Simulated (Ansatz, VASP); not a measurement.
## One calculation of Te, two programs

Contents of INCAR:

```
SYSTEM = Te
ALGO = Normal
EDIFF = 1E-6
ENCUT = 520
GGA = RP
ISIF = 2
ISMEAR = -1
LASPH = .TRUE.
LCHARG = .FALSE.
LREAL = .FALSE.
LWAVE = .FALSE.
NBANDS = 9
NELM = 80
PREC = Accurate
SIGMA = 0.1
```

The input KPOINTS:

```
k-points
0
G
  13 13 13
  0 0 0
```

POSCAR

```
Te
1.0
   -1.8601812284      1.8601812284      1.8601812284
    1.8601812284     -1.8601812284      1.8601812284
    1.8601812284      1.8601812284     -1.8601812284
Te
1
Direct
    0.0000000000      0.0000000000      0.0000000000
```

Input for Ansatz:

```yaml
crystal:
  lattice:
    - [-1.8601812284, 1.8601812284, 1.8601812284]
    - [1.8601812284, -1.8601812284, 1.8601812284]
    - [1.8601812284, 1.8601812284, -1.8601812284]
  atoms:
    - { symbol: Te, position: [0.0, 0.0, 0.0] }
hamiltonian:
  xc: rpbe
  pseudopotentials:
    kind: paw
    azcp:
      Te: "pseudopotentials/Te.paw.azcp"
basis:
  ecutwfc: 420
  fft_grid_basis: typed
kpoints:
  mp_grid: { grid: [13, 13, 13], shift: [0, 0, 0] }
magnetization:
  spin_polarized: false
scf:
  occupations: { method: fermi_dirac, width: 0.1 }
  lower_state_search: "off"
output:
  stress: true
```

Alike in both runs: task single point; functional RPBE; k mesh 13 × 13 × 13; occupations fermi-dirac, width 0.1 eV; no spin polarisation.

|  | VASP | Ansatz |
| --- | --- | --- |
| version | VASP 6.6.1 | Ansatz 0.2.0 |
| potentials or method | VASP PAW PBE potentials, release 64 (Te), cutoff 520 eV | plane waves (420 eV) with PAW, scalar-relativistic |
| valence electrons in the cell | 6 | 16 |

```tsv
	VASP	Ansatz	Ansatz less VASP
pressure (GPa)	8.5	8.7	+0.17
```

VASP's potentials were made for PBE, not for RPBE. VASP's potentials hold 6 valence electrons a cell and Ansatz's 16, so a difference there can come from the potentials and not from the codes.

Spin-orbit coupling is off throughout.
